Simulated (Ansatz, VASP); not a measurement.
I in VASP and in Ansatz

```
I
1.0
     3.34350    0.00000    0.00000
     0.00000    3.34350    0.00000
     0.00000    0.00000    3.34350
I
1
Direct
  0.00000 0.00000 0.00000
```

Alike in both runs: task single point; functional LDA; k mesh 13 × 13 × 13; occupations fermi-dirac, width 0.05 eV; no spin polarisation.

|  | VASP | Ansatz |
| --- | --- | --- |
| version | VASP 6.6.1 | Ansatz 0.2.0 |
| potentials or method | VASP PAW LDA potentials, release 64 (I), cutoff 520 eV | all-electron LAPW, scalar-relativistic |

```csv
,VASP,Ansatz,Ansatz less VASP
pressure (GPa),0.0,0.0,+0.01
```

LDA's correlation is that of Perdew and Zunger in VASP and of Perdew and Wang (1992) in Ansatz. Ansatz ran all-electron here, and VASP with PAW potentials.

Neither program's run includes spin-orbit coupling.
